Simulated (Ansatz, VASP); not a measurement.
# One calculation of C, two programs

```
C
1.0
    -2.52302    2.52302    1.43540
     2.52302   -2.52302    1.43540
     2.52302    2.52302   -1.43540
C
6
Direct
  0.50000 0.50000 0.00000
  0.25000 0.75000 0.50000
  0.80331 0.62500 0.67831
  0.94669 0.12500 0.32169
  0.37500 0.19669 0.32169
  0.87500 0.05331 0.67831
```

Alike in both runs: functional PBE; k mesh 8 × 8 × 8; occupations gaussian, width 0.1 eV; no spin polarisation.

Ansatz relaxed the structure, and its values are those at the end. VASP's run is a single point on that final structure, the one shown.

```csv
,VASP,Ansatz
version,VASP 6.6.1,Ansatz 0.2.0
potentials or method,"VASP PAW PBE potentials, release 64 (C), cutoff 520 eV","scalar-relativistic, plane waves, PAW"
valence electrons in the cell,24,24
```

|  | VASP | Ansatz | Ansatz less VASP |
| --- | --- | --- | --- |
| gap on the k mesh at the Fermi level (eV) | 1.41 | 1.41 | -0.003 |
| least direct gap on the mesh (eV) | 2.73 | 2.73 | +0.004 |
| pressure (GPa) | 0.6 | 0.0 | -0.62 |
| rms of the force components (eV/Å) | 0.034 | 0.000 | -0.0339 |
